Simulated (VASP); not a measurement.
## SiC: single point with PBE

SiC:

```
Si C
1.0
     0.00000    2.20731    2.20731
     2.20731    0.00000    2.20731
     2.13815    2.13815    0.06916
Si C
1 1
Direct
  0.00000 0.00000 0.00000
  0.75000 0.75000 0.75000
```

| Item | Value |
| --- | --- |
| Program | VASP 6.6.1 |
| Task | single point |
| Functional | PBE |
| Potentials or basis | VASP PAW PBE potentials, release 64 (Si, C) |
| Cutoff | 520 eV |
| k mesh | 12 × 12 × 12 |
| Occupations | gaussian, width 0.05 eV |
| Spin | no spin polarisation |
| Dipole correction | no |
| Further INCAR settings | ALGO = Normal; EDIFF = 1e-06; NBANDS = 11 |

```yaml
Pressure: 6.1 GPa
Largest_force: 0.619 eV/Å
Band_gap_on_the_k_mesh: 1.15 eV, indirect (least direct gap 4.24 eV)
```

Forces in eV/Å, atoms in the order of the input:
```
Si  -0.357 -0.357  0.357
C    0.357  0.357 -0.357
```

Stress tensor (GPa, compression positive):
```
 6.12  9.38 -9.38
 9.38  6.12 -9.38
-9.38 -9.38  6.12
```

Levels at points of the mesh, in eV from the valence-band top:
```tsv
k point	band 1	band 2	band 3	band 4	band 5	band 6	band 7	band 8
(0.00, 0.00, 0.00)	-15.64	-0.25	-0.25	0.00	5.82	6.85	6.85	8.37
(0.50, 0.00, 0.00)	-12.17	-8.77	-1.13	-1.09	5.54	6.90	7.64	10.05
(0.50, 0.50, 0.00)	-10.59	-7.98	-3.61	-3.09	1.15	4.26	13.68	13.97
(0.00, 0.00, 0.50)	-11.66	-8.65	-1.49	-1.49	4.68	6.70	6.70	9.70
```

It took 14 s on 1 thread of Intel(R) Xeon(R) Platinum 8488C (Sapphire Rapids) (shared host), peak memory 0.16 GiB.

A k mesh can miss the band edges.
